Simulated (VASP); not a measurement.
Input of a VASP 6.6.1 run:

File POSCAR:

```
BP
1.0
    0.0000000000      2.2595745478      2.2595745478
    2.2595745478      0.0000000000      2.2595745478
    2.2595745478      2.2595745478      0.0000000000
B P
1 1
Direct
    0.0000000000      0.0000000000      0.0000000000
    0.7500000000      0.7500000000      0.7500000000
```

Contents of INCAR.step1:

```
PREC = Accurate
ENCUT = 520
ISMEAR = 0
SIGMA = 0.01
LREAL = F
LASPH = T
NELM = 60
NBANDS = 11
GGA = PE
ALGO = Normal
EDIFF = 1E-4
LWAVE = T
LCHARG = F
```

INCAR.step2

```
PREC = Accurate
ENCUT = 520
EDIFF = 1E-7
ISMEAR = 0
SIGMA = 0.01
LREAL = F
LASPH = T
NELM = 60
ALGO = Normal
ISIF = 2
LWAVE = F
LCHARG = T
METAGGA = R2SCAN
LMIXTAU = T
LELF = T
LVHAR = T
NBANDS = 11
ISTART = 1
```

Contents of KPOINTS:

```
regular mesh
0
Gamma
  8 8 8
```

Potentials or basis: VASP PAW PBE potentials, release 64 (B, P).

Launch:

```console
$ cat potpaw_PBE.64/B/POTCAR potpaw_PBE.64/P/POTCAR > POTCAR
$ cp INCAR.step1 INCAR
$ mpirun -np 1 vasp_std > vasp.out
$ cp INCAR.step2 INCAR
$ mpirun -np 1 vasp_std > vasp.out
```

Q: What does it give for the pressure?

A: 1.5 GPa.

Q: Predict the band gap on the k mesh.

A: 1.46 eV, indirect (least direct gap 3.66 eV).

Caveat: the PAW data sets were made with another functional, which shifts forces and pressure a little. A k mesh can miss the band edges.
